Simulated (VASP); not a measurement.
**Li2O: single point with PBE**

The system is Li2O.

```
Li O
1.0
     0.00000    2.28637    2.28637
     2.28637    0.00000    2.28637
     2.28637    2.28637    0.00000
Li O
2 1
Direct
  0.25000 0.25000 0.25000
  0.75000 0.75000 0.75000
  0.00000 0.00000 0.00000
```

| Quantity | Value |
| --- | --- |
| Program | VASP 6.6.1 |
| Task | single point |
| Functional | PBE |
| Potentials or basis | VASP PAW PBE potentials, release 64 (Li_sv, O) |
| Cutoff | 750 eV |
| k mesh | 6 × 6 × 6 |
| Occupations | gaussian, width 0.01 eV |
| Spin | no spin polarisation |
| Dipole correction | no |
| Further INCAR settings | ALGO = Normal; EDIFF = 1e-06; NBANDS = 13 |

```json
{"Pressure": "2.7 GPa", "Band gap on the k mesh": "5.04 eV, indirect (least direct gap 5.49 eV)"}
```

Levels at points of the mesh, in eV from the valence-band top:
```csv
k point,band 3,band 4,band 5,band 6,band 7,band 8,band 9,band 10
"(0.00, 0.00, 0.00)",-15.50,0.00,0.00,0.00,5.49,12.12,12.12,12.12
"(0.50, 0.00, 0.00)",-15.27,-2.84,-0.46,-0.46,9.41,10.12,12.24,12.24
"(0.50, 0.50, 0.00)",-15.22,-1.63,-1.43,-1.43,5.04,13.83,13.83,15.12
```

It took 16 s on 1 thread of Intel Xeon 8259CL (shared host), peak memory 0.16 GiB.

A k mesh can miss the band edges.
